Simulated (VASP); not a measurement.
# Al3GaN4 (Pm) in VASP: a series of runs

Al3GaN4 is run at these levels: r2SCAN; tasks: single point.

Program: VASP 6.6.1. These are calculated values, not measurements. Logs are shortened: lines on timing, memory, paths and dates and some standing lists are left out, and cuts for length are marked.

**1. The cell of the first run**

Symmetry: Pm, No. 6, monoclinic system. Conventional cell: a = 5.038 Å, b = 3.125 Å, c = 5.410 Å, α = 90.00°, β = 90.03°, γ = 90.00°. Within 2.4 Å of Al (site symmetry m) lie 4 N at 1.82 to 1.94 Å. Within 2.5 Å of Al (site symmetry m) lie 4 N at 1.89 to 1.90 Å. Al (site symmetry m) has 4 N at 1.89 to 1.90 Å within 2.5 Å. Within 2.6 Å of Ga (site symmetry m) lie 4 N at 1.93 to 1.96 Å. N (site symmetry m) has 3 Al at 1.89 Å and 1 Ga at 1.96 Å within 2.5 Å. N (site symmetry m) has 4 Al at 1.82 to 1.90 Å within 2.4 Å. N (site symmetry m) has 2 Al at 1.85 to 1.89 Å and 2 Ga at 1.93 Å within 2.5 Å. Within 2.5 Å of N (site symmetry m) lie 3 Al at 1.90 to 1.94 Å and 1 Ga at 1.94 Å.

**2. Single point, r2SCAN (atom 1 (Al) moved +0.100 Å towards its neighbour atom 2 (Al) at 3.092 Å)**

Input file POSCAR:

```
Al3GaN4
1.0
    5.0380821985      0.0000000000      0.0000609633
    0.0000000000      3.1249488273      0.0000000000
   -0.0032907418      0.0000000000      5.4103929818
Al Ga N
3 1 4
Direct
    0.4840668329      0.5000000000      0.1565072557
    0.0006683705      0.5000000000      0.8349019374
    0.0010043255      0.0000000000      0.3316444641
    0.4994946875      0.0000000000      0.6662044640
    0.1107069781      0.0000000000      0.6663170124
    0.1226755900      0.5000000000      0.1671322918
    0.6254135993      0.5000000000      0.8406810063
    0.6234137866      0.0000000000      0.3258647496
```

Input file INCAR.step1:

```
SYSTEM = Al3GaN4
PREC     = Accurate       ! precision mode
ENCUT    = 520            ! plane-wave cutoff, eV
ISMEAR   = 0              ! smearing method
SIGMA    = 0.05           ! smearing width, eV
LREAL    = .False.        ! projectors in reciprocal space
LASPH    = .True.         ! aspherical terms in the spheres
NELM     = 60             ! most SCF steps
NBANDS   = 31             ! bands
GGA      = PE             ! functional
ALGO     = Normal         ! electronic algorithm
EDIFF    = 1E-4           ! SCF threshold, eV
LWAVE    = .True.         ! write WAVECAR
LCHARG   = .False.        ! write CHGCAR
```

Input file INCAR.step2:

```
SYSTEM = Al3GaN4
PREC     = Accurate       ! precision mode
ENCUT    = 520            ! plane-wave cutoff, eV
EDIFF    = 1E-6           ! SCF threshold, eV
ISMEAR   = 0              ! smearing method
SIGMA    = 0.05           ! smearing width, eV
LREAL    = .False.        ! projectors in reciprocal space
LASPH    = .True.         ! aspherical terms in the spheres
NELM     = 60             ! most SCF steps
ALGO     = Normal         ! electronic algorithm
ISIF     = 2              ! what is computed and relaxed
LWAVE    = .False.        ! write WAVECAR
LCHARG   = .False.        ! write CHGCAR
METAGGA  = R2SCAN         ! meta-GGA
LMIXTAU  = .True.       
NBANDS   = 31             ! bands
ISTART   = 1
```

Input file KPOINTS:

```
Automatic mesh
0
Gamma
  6 8 4
  0 0 0
```

Potentials or basis: VASP PAW PBE potentials, release 64 (Al, Ga_d, N).

The run is started by

```console
$ cat potpaw_PBE.64/Al/POTCAR potpaw_PBE.64/Ga_d/POTCAR potpaw_PBE.64/N/POTCAR > POTCAR
$ cp INCAR.step1 INCAR
$ mpirun -np 1 vasp_std > vasp.out
$ cp INCAR.step2 INCAR
$ mpirun -np 1 vasp_std > vasp.out
```

OUTCAR:

```text
SYSTEM = Al3GaN4
   PREC = Accurate
   ENCUT = 520
   EDIFF = 1E-6
   ISMEAR = 0
   LREAL = .False.
   LASPH = .True.
   NELM = 60
   ISIF = 2
   METAGGA = R2SCAN
   ISTART = 1

 ion  position               nearest neighbor table
   1  0.484  0.500  0.157-   6 1.82   7 1.85   8 1.94   8 1.94   2 2.99   3 3.04   3 3.04   4 3.08
                             4 3.08   2 3.13   3 3.18   3 3.18
   2  0.001  0.500  0.835-   7 1.89   5 1.89   5 1.89   6 1.90   1 2.99   4 3.10   4 3.10   4 3.11
                             4 3.11   3 3.11   3 3.11   1 3.13   3 3.14   3 3.14
   3  0.001  0.000  0.332-   5 1.89   6 1.90   6 1.90   8 1.90   1 3.04   1 3.04   4 3.09   2 3.11
                             2 3.11   4 3.11   2 3.14   2 3.14   1 3.18   1 3.18
   4  0.499  0.000  0.666-   7 1.93   7 1.93   8 1.94   5 1.96   1 3.08   1 3.08   3 3.09   2 3.10
                             2 3.10   2 3.11   2 3.11   3 3.11
   5  0.111  0.000  0.666-   2 1.89   2 1.89   3 1.89   4 1.96
   6  0.123  0.500  0.167-   1 1.82   2 1.90   3 1.90   3 1.90
   7  0.625  0.500  0.841-   1 1.85   2 1.89   4 1.93   4 1.93
   8  0.623  0.000  0.326-   3 1.90   1 1.94   1 1.94   4 1.94

  LATTYP: Found a simple monoclinic cell.
 ALAT       =     5.0380821989
 B/A-ratio  =     0.6202655503
 C/A-ratio  =     1.0738995056
 COS(beta)  =    -0.0005961254

  Lattice vectors:

 A1 = (   5.0380821985,   0.0000000000,   0.0000609633)
 A2 = (   0.0000000000,   3.1249488273,   0.0000000000)
 A3 = (  -0.0032907418,   0.0000000000,   5.4103929818)

Analysis of symmetry for initial positions (statically):
=====================================================================
 Subroutine PRICEL returns:
 Original cell was already a primitive cell.

 Routine SETGRP: Setting up the symmetry group for a
 simple monoclinic supercell.

 Subroutine GETGRP returns: Found  2 space group operations
 (whereof  2 operations were pure point group operations)
 out of a pool of  4 trial point group operations.

The static configuration has the point symmetry C_1h.

Analysis of symmetry for dynamics (positions and initial velocities):
=====================================================================
 Subroutine PRICEL returns:
 Original cell was already a primitive cell.

 Routine SETGRP: Setting up the symmetry group for a
 simple monoclinic supercell.

 Subroutine GETGRP returns: Found  2 space group operations
 (whereof  2 operations were pure point group operations)
 out of a pool of  4 trial point group operations.

The dynamic configuration has the point symmetry C_1h.

 Subroutine INISYM returns: Found  2 space group operations
 (whereof  2 operations are pure point group operations),
 and found     1 'primitive' translations

----------------------------------------------------------------------------------------

                                     Primitive cell

  volume of cell :      85.1799

  direct lattice vectors                    reciprocal lattice vectors
     5.038082198  0.000000000  0.000060963     0.198488225  0.000000000  0.000120726
     0.000000000  3.124948827  0.000000000     0.000000000  0.320005240  0.000000000
    -0.003290742  0.000000000  5.410392982    -0.000002237  0.000000000  0.184829456

  length of vectors
     5.038082199  3.124948827  5.410393983     0.198488262  0.320005240  0.184829456

  position of ions in fractional coordinates (direct lattice)
     0.484066833  0.500000000  0.156507256
     0.000668371  0.500000000  0.834901937
     0.001004325  0.000000000  0.331644464
     0.499494687  0.000000000  0.666204464
     0.110706978  0.000000000  0.666317012
     0.122675590  0.500000000  0.167132292
     0.625413599  0.500000000  0.840681006
     0.623413787  0.000000000  0.325864750

  ion indices of the primitive-cell ions
   primitive index   ion index
                 1           1
                 2           2
                 3           3
                 4           4
                 5           5
                 6           6
                 7           7
                 8           8

----------------------------------------------------------------------------------------

 KPOINTS: Automatic mesh

Automatic generation of k-mesh.
 Grid dimensions read from file:
 generate k-points for:    6    8    4

 Generating k-lattice:

  Cartesian coordinates                     Fractional coordinates (reciprocal lattice)
     0.033081371  0.000000000  0.000020121     0.166666667  0.000000000  0.000000000
     0.000000000  0.040000655  0.000000000     0.000000000  0.125000000  0.000000000
    -0.000000559  0.000000000  0.046207364     0.000000000  0.000000000  0.250000000

  Length of vectors
     0.033081377  0.040000655  0.046207364

  Shift w.r.t. Gamma in fractional coordinates (k-lattice)
     0.000000000  0.000000000  0.000000000

 Subroutine IBZKPT returns following result:
 ===========================================

 Found     70 irreducible k-points:

 Following reciprocal coordinates:
            Coordinates               Weight
  0.000000  0.000000  0.000000      1.000000
  0.166667  0.000000 -0.000000      2.000000
  0.333333  0.000000  0.000000      2.000000
  0.500000  0.000000 -0.000000      1.000000
  0.000000  0.125000  0.000000      2.000000
  0.166667  0.125000 -0.000000      4.000000
[... 16 lines left out ...]
  0.333333  0.000000  0.250000      2.000000
  0.500000  0.000000  0.250000      2.000000
 [... further k-points ...]
   k-points           NKPTS =     70   k-points in BZ     NKDIM =     70   number of bands    NBANDS=     31
   number of dos      NEDOS =    301   number of ions     NIONS =      8
   total plane-waves  NPLWV =  38400
   dimension x,y,z NGX =    40 NGY =   24 NGZ =   40
   dimension x,y,z NGXF=    80 NGYF=   48 NGZF=   80
   ions per type =               3   1   4
   NGX,Y,Z   is equivalent  to a cutoff of  13.20, 12.77, 12.29 a.u.
   NGXF,Y,Z  is equivalent  to a cutoff of  26.40, 25.54, 24.58 a.u.
 SYSTEM =  Al3GaN4
   PREC   = accura    normal or accurate (medium, high low for compatibility)
   ISTART =      1    job   : 0-new  1-cont  2-samecut
   ICHARG =      0    charge: 1-file 2-atom 10-const
   ISPIN  =      1    spin polarized calculation?
   LNONCOLLINEAR =      F non collinear calculations
   LSORBIT =      F    spin-orbit coupling
   LASPH  =      T    aspherical Exc in radial PAW
   ENCUT  =  520.0 eV  38.22 Ry    6.18 a.u.   9.37  5.81 10.06*2*pi/ulx,y,z
   NELM   =     60;   NELMIN=  2; NELMDL=  0     # of ELM steps
   EDIFF  = 0.1E-05   stopping-criterion for ELM
   LREAL  =      F    real-space projection
[... 7 lines left out ...]
   TEBEG  =    0.0;   TEEND  =   0.0 temperature during run
   PSTRESS=    0.0 pullay stress
   NELECT =      42.0000    total number of electrons
   NUPDOWN=      -1.0000    fix difference up-down
   EMIN   =  10.00;   EMAX   =-10.00  energy-range for DOS
   EFERMI =   0.00;   METHOD = LEGACY
   ISMEAR =     0;   SIGMA  =   0.05  broadening in eV -4-tet -1-fermi 0-gaus
   EFERMI_NEDOS =   21; number of points for ismear=-14 and -15
   IALGO  =     38    algorithm
   IMIX   =      4    mixing-type and parameters
     AMIX     =   0.40;   BMIX     =  1.00
     AMIX_MAG =   1.60;   BMIX_MAG =  1.00
  volume/ion in A,a.u.               =      10.65        71.85
  Fermi-wavevector in a.u.,A,eV,Ry     =   1.293339  2.444056 22.758805  1.672725
  Thomas-Fermi vector in A             =   2.424990
   LORBIT       =      0    0 simple, 1 ext, 2 COOP (PROOUT), +10 PAW based schemes
   METAGGA = R2SCAN    functional components
   LHFCALC =     F    Hartree Fock is set to
   AEXX    =    0.0000 exact exchange contribution
   IVDW    =     0    specifies the selected vdW correction
   LEPSILON=     F    determine dielectric tensor
   LRPA    =     F    only Hartree local field effects (RPA)
 non-spin polarized calculation
 Gauss-broadening in eV      SIGMA  =   0.05
  energy-cutoff  :      520.00
  volume of cell :       85.18
 maximum number of plane-waves:      2328
 NGX is ok and might be reduce to    40
   NGX = 19   NGY = 11   NGZ = 21

 number of electron      41.9999992 magnetization

 Free energy of the ion-electron system (eV)
  ---------------------------------------------------
  ext. energy  EPLUGINS =         0.00000000
  ---------------------------------------------------
  free energy    TOTEN  =       -79.44667637 eV

  energy without entropy =      -79.44667637  energy(sigma->0) =      -79.44667637

 E-fermi :   5.9919     XC(G=0): -11.7488

 val. band max:        5.7868423699   @ k =   0.0000   0.0000   0.0000
 cond. band min:       9.8131835524   @ k =   0.0000   0.0000   0.0000
 fundamental gap:      4.0263411825
 Fermi energy:         5.9919007588

 k-point     1 :       0.0000    0.0000    0.0000
  band No.  band energies     occupation
      1     -10.5208      2.00000
      2      -9.0595      2.00000
      3      -8.8932      2.00000
      4      -8.2697      2.00000
      5      -7.4886      2.00000
      6      -7.3785      2.00000
[... 23 lines left out ...]
     30      17.5072      0.00000
     31      17.5810      0.00000

 k-point     2 :       0.1667    0.0000   -0.0000
  band No.  band energies     occupation
      1     -10.4223      2.00000
      2      -9.1242      2.00000
      3      -8.8603      2.00000
      4      -8.3311      2.00000
      5      -7.4889      2.00000
      6      -7.3812      2.00000
[... 23 lines left out ...]
     30      17.4725      0.00000
     31      17.6271      0.00000

 k-point     3 :       0.3333    0.0000    0.0000
  band No.  band energies     occupation
      1     -10.1448      2.00000
      2      -9.3571      2.00000
      3      -8.7884      2.00000
      4      -8.4409      2.00000
      5      -7.4893      2.00000
      6      -7.3877      2.00000
[... 703 lines left out ...]
     30      17.3977      0.00000
     31      17.7946      0.00000

 k-point    24 :       0.5000    0.0000    0.2500
  band No.  band energies     occupation
      1      -9.6752      2.00000
      2      -9.5592      2.00000
      3      -8.8259      2.00000
      4      -8.6587      2.00000
      5      -7.4898      2.00000
      6      -7.3874      2.00000
[... 23 lines left out ...]
     30      17.3562      0.00000
     31      17.9867      0.00000

 [... further k-points ...]

------------------------ aborting loop because EDIFF is reached ----------------------------------------

  FORCE on cell =-STRESS in cart. coord.  units (eV):
  Direction    XX          YY          ZZ          XY          YZ          ZX
  --------------------------------------------------------------------------------------
  -------------------------------------------------------------------------------------
  Total        1.2768626     -0.6904101      0.0573087      0.0000000      0.0000000     -0.3576946
  in kB       24.0169463    -12.9861600      1.0779395      0.0000000      0.0000000     -6.7279998
  external PRESSURE =       4.0362419 kB  Pullay stress =       0.0000000 kB

 VOLUME and BASIS-vectors are now :
 -----------------------------------------------------------------------------
  energy-cutoff  :      520.00
  volume of cell :       85.18
      direct lattice vectors                 reciprocal lattice vectors
     5.038082198  0.000000000  0.000060963     0.198488225  0.000000000  0.000120726
     0.000000000  3.124948827  0.000000000     0.000000000  0.320005240  0.000000000
    -0.003290742  0.000000000  5.410392982    -0.000002237  0.000000000  0.184829456

 POSITION                                       TOTAL-FORCE (eV/Angst)
 -----------------------------------------------------------------------------------
      2.43825      1.56247      0.84680         1.911280      0.000000      1.307855
      0.00062      1.56247      4.51715        -0.269569      0.000000     -0.078095
      0.00397      0.00000      1.79433        -0.470579      0.000000      0.039346
      2.51430      0.00000      3.60446         0.150293      0.000000     -0.467171
      0.55556      0.00000      3.60504        -0.099153      0.000000      0.093470
      0.61750      1.56247      0.90426        -0.741558      0.000000     -0.181257
      3.14812      1.56247      4.54845        -0.013019      0.000000     -0.147371
      3.13974      0.00000      1.76309        -0.467694      0.000000     -0.566776
 -----------------------------------------------------------------------------------
    total drift:                                0.047192     -0.000000     -0.006490

  FREE ENERGIE OF THE ION-ELECTRON SYSTEM (eV)
  ---------------------------------------------------
  free  energy   TOTEN  =       -79.4466763721 eV

  energy  without entropy=      -79.4466763721  energy(sigma->0) =      -79.44667637
```

Wall time 4.8 min (1 thread of Intel Xeon 6975P-C (Granite Rapids), shared host); peak memory 0.3 GiB.

Results:

```yaml
Free_energy: -79.4467 eV
Pressure: 0.4 GPa
Largest_force: 2.316 eV/Å
Band_gap_on_the_k_mesh: 4.03 eV
```

Forces on the atoms (eV/Å):
```
Al   1.911  0.000  1.308
Al  -0.270  0.000 -0.078
Al  -0.471  0.000  0.039
Ga   0.150  0.000 -0.467
N   -0.099  0.000  0.093
N   -0.742  0.000 -0.181
N   -0.013  0.000 -0.147
N   -0.468  0.000 -0.567
```

Levels at points of the mesh, in eV from the valence-band top:
| k point | band 19 | band 20 | band 21 | band 22 | band 23 | band 24 |
| --- | --- | --- | --- | --- | --- | --- |
| (0.00, 0.00, 0.00) | -0.21 | -0.13 | 0.00 | 4.03 | 6.05 | 6.47 |
| (0.50, 0.00, 0.00) | -0.96 | -0.31 | -0.16 | 5.37 | 5.78 | 6.29 |
| (0.00, 0.50, 0.00) | -1.91 | -1.84 | -1.59 | 6.06 | 6.30 | 8.33 |
| (0.50, 0.50, 0.00) | -1.37 | -1.24 | -0.98 | 6.61 | 7.05 | 7.12 |
| (0.00, 0.00, 0.50) | -0.54 | -0.42 | -0.37 | 6.00 | 6.45 | 7.60 |
| (0.50, 0.00, 0.50) | -1.39 | -0.95 | -0.74 | 6.32 | 6.74 | 6.99 |
| (0.00, 0.50, 0.50) | -1.95 | -0.96 | -0.70 | 5.81 | 6.15 | 6.32 |
| (0.50, 0.50, 0.50) | -1.49 | -1.43 | -1.22 | 5.28 | 5.57 | 5.65 |

Caveat: the cell differs from its parent crystal (atom 1 (Al) moved +0.100 Å towards its neighbour atom 2 (Al) at 3.092 Å); the PAW data sets were made with another functional, which shifts forces and pressure a little.

[end of part 1 of 2]
